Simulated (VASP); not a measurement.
# H: single point with LDA

The system is H.

```xyz
4
Lattice="2.6235 -2.5669 0.0000 2.6235 2.5669 0.0000 0.0000 0.0000 4.1418" Properties=species:S:1:pos:R:3 pbc="T T T"
H     2.4735   -2.3271    0.4338
H     2.6235    0.2398    1.7872
H     2.6235   -0.2398    2.3547
H     2.6235    2.3271    3.8581
```

This cell differs from its parent crystal: atom 1 (H) moved by (-0.150, +0.150) A along x and z.

```yaml
Program: VASP 6.6.1
Task: single point
Functional: LDA
Potentials_or_basis: VASP PAW LDA potentials, release 64 (H)
Cutoff: 520 eV
k_mesh: 6 × 6 × 6
Occupations: gaussian, width 0.05 eV
Spin: no spin polarisation
```

```yaml
Pressure: -2.1 GPa
Largest_force: 2.421 eV/Å
Band_gap_on_the_k_mesh: 7.68 eV, indirect (least direct gap 8.12 eV)
```

Forces on the atoms (eV/Å):
```
H    0.417 -1.319 -1.987
H   -0.005  0.604 -0.721
H    0.005 -0.604  0.722
H   -0.417  1.319  1.986
```

Stress tensor (GPa, compression positive):
```
-0.92  0.57  0.87
 0.57 -1.84 -3.70
 0.87 -3.70 -3.67
```

Levels at points of the mesh, in eV from the valence-band top:
```tsv
k point	band 1	band 2	band 3	band 4	band 5
(0.00, 0.00, 0.00)	-2.20	0.00	9.92	12.06	12.13
(0.50, 0.00, 0.00)	-1.25	-0.65	9.33	10.06	12.46
(0.00, 0.50, 0.00)	-1.24	-0.68	9.83	10.14	11.79
(0.50, 0.50, 0.00)	-0.97	-0.32	8.40	9.28	12.71
(0.00, 0.00, 0.50)	-1.42	-0.82	8.91	9.85	14.56
(0.50, 0.00, 0.50)	-1.08	-0.44	7.68	8.21	14.67
(0.00, 0.50, 0.50)	-1.08	-0.47	7.77	8.34	14.80
(0.50, 0.50, 0.50)	-0.84	-0.18	9.29	10.09	11.41
```

Run time: 38 s on 1 thread of Intel(R) Xeon(R) Platinum 8259CL CPU @ 2.50GHz (Skylake/Cascade Lake) (shared host), peak memory 0.16 GiB.

Caveat: the cell differs from its parent crystal (atom 1 (H) moved by (-0.150, +0.150) A along x and z); forces of over 1 eV/Å act on the atoms, so gaps and moduli don't describe the material at rest. A k mesh can miss the band edges.
